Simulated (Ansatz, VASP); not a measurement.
BaHfH6: VASP beside Ansatz

```xyz
8
Lattice="3.6258 2.0934 2.4617 -3.6258 2.0934 2.4617 0.0000 -4.1868 2.4617" Properties=species:S:1:pos:R:3 pbc="T T T"
Ba    0.0000    0.0000    3.6926
Hf    0.0000    0.0000    0.0000
H     2.3468   -1.3549    3.6399
H    -2.3468   -1.3549    3.6399
H     0.0000   -2.7098    3.7453
H     2.3468    1.3549    3.7453
H    -2.3468    1.3549    3.7453
H     0.0000    2.7098    3.6399
```

Change from the starting cell: species swapped into the KAsF6 type (R-3m, No. 166).

Alike in both runs: functional PBE; k mesh 6 × 6 × 6; occupations gaussian, width 0.02 eV; no spin polarisation.

Ansatz relaxed the structure, and its values are those at the end. VASP's run is a single point on that final structure, the one shown.

|  | VASP | Ansatz |
| --- | --- | --- |
| version | VASP 6.6.1 | Ansatz 0.2.0 |
| potentials or method | VASP PAW PBE potentials, release 64 (Ba_sv, Hf_pv, H), cutoff 520 eV | scalar-relativistic, plane waves, PAW |
| valence electrons in the cell | 26 | 42 |

|  | VASP | Ansatz | Ansatz less VASP |
| --- | --- | --- | --- |
| gap on the k mesh at the Fermi level (eV) | 1.11 | 1.15 | +0.045 |
| least direct gap on the mesh (eV) | 1.11 | 1.15 | +0.045 |
| pressure (GPa) | 0.0 | 0.0 | -0.06 |
| rms of the force components (eV/Å) | 0.018 | 0.001 | -0.0171 |

VASP's potentials hold 26 valence electrons a cell and Ansatz's 42, so a difference there can come from the potentials and not from the codes.

Neither program's run includes spin-orbit coupling.
